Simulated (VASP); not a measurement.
A run of VASP 6.6.1:

The input POSCAR:

```
GaCo
1.0
    2.8780000000      0.0000000000      0.0000000000
    0.0000000000      2.8780000000      0.0000000000
    0.0000000000      0.0000000000      2.8780000000
Ga Co
1 1
Direct
    0.5000000000      0.5000000000      0.5000000000
    0.0000000000      0.0000000000      0.0000000000
```

The input INCAR.step1:

```
SYSTEM = GaCo
ALGO = Normal
EDIFF = 1E-5
ENCUT = 660
GGA = PE
GGA_COMPAT = .False.
ISMEAR = -5
ISPIN = 2
LASPH = .True.
LCHARG = .False.
LDAU = .True.
LDAUJ = 0 0
LDAUL = -1 2
LDAUTYPE = 2
LDAUU = 0 6.2
LMAXMIX = 4
LREAL = .False.
LWAVE = .True.
MAGMOM = 0 2
NBANDS = 26
NELM = 200
PREC = Accurate
SIGMA = 0.1
```

File INCAR.step2:

```
SYSTEM = GaCo
ALGO = Normal
EDIFF = 1E-6
ENCUT = 660
GGA_COMPAT = .False.
ISIF = 2
ISMEAR = -5
ISPIN = 2
ISTART = 1
LASPH = .True.
LCHARG = .False.
LDAU = .True.
LDAUJ = 0 0
LDAUL = -1 2
LDAUPRINT = 1
LDAUTYPE = 2
LDAUU = 0 6.2
LMAXMIX = 4
LMIXTAU = .True.
LORBIT = 11
LREAL = .False.
LWAVE = .False.
MAGMOM = 0 2
METAGGA = R2SCAN
NBANDS = 26
NELM = 200
PREC = Accurate
SIGMA = 0.1
```

Contents of KPOINTS:

```
k-points
0
Gamma
  9 9 9
  0 0 0
```

Potentials or basis: VASP PAW PBE potentials, release 64 (Ga_d, Co_sv).

Command:

```console
$ cat potpaw_PBE.64/Ga_d/POTCAR potpaw_PBE.64/Co_sv/POTCAR > POTCAR
$ cp INCAR.step1 INCAR
$ mpirun -np 1 vasp_std > vasp.out
$ cp INCAR.step2 INCAR
$ mpirun -np 1 vasp_std > vasp.out
```

Hardware: 1 thread of Intel(R) Xeon(R) Platinum 8375C CPU @ 2.90GHz (Ice Lake) (shared host).

Task: How long does it take, and how much memory?

Result: Run time: 2.2 min on 1 thread of Intel(R) Xeon(R) Platinum 8375C CPU @ 2.90GHz (Ice Lake), on a shared host, peak memory 0.19 GiB. Counts: k points 35.
